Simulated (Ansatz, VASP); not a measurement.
**One calculation of Si3Ge2, two programs**

```
Si Ge
1.0
     2.83940    0.00000    0.00000
    -1.41970    2.45899    0.00000
     0.00000    0.00000   23.68739
Si Ge
6 4
Direct
  0.66667 0.33333 0.80634
  0.66667 0.33333 0.19366
  0.33333 0.66667 0.71650
  0.33333 0.66667 0.89628
  0.33333 0.66667 0.10372
  0.33333 0.66667 0.28350
  0.66667 0.33333 0.00000
  0.66667 0.33333 0.38705
  0.66667 0.33333 0.61295
  0.33333 0.66667 0.50000
```

Alike in both runs: functional PBE; k mesh 12 × 12 × 2; occupations gaussian, width 0.1 eV; no spin polarisation.

Ansatz relaxed the structure, and its values are those at the end. VASP's run is a single point on that final structure, the one shown.

|  | VASP | Ansatz |
| --- | --- | --- |
| version | VASP 6.6.1 | Ansatz 0.2.0 |
| potentials or method | VASP PAW PBE potentials, release 64 (Si, Ge_d), cutoff 520 eV | scalar-relativistic, plane waves, PAW |
| valence electrons in the cell | 80 | 80 |

```csv
,VASP,Ansatz,Ansatz less VASP
gap on the k mesh at the Fermi level (eV),none,none,-
pressure (GPa),0.0,0.0,-0.01
```

A gap of «none» marks a metal or a gap that the smearing closes.
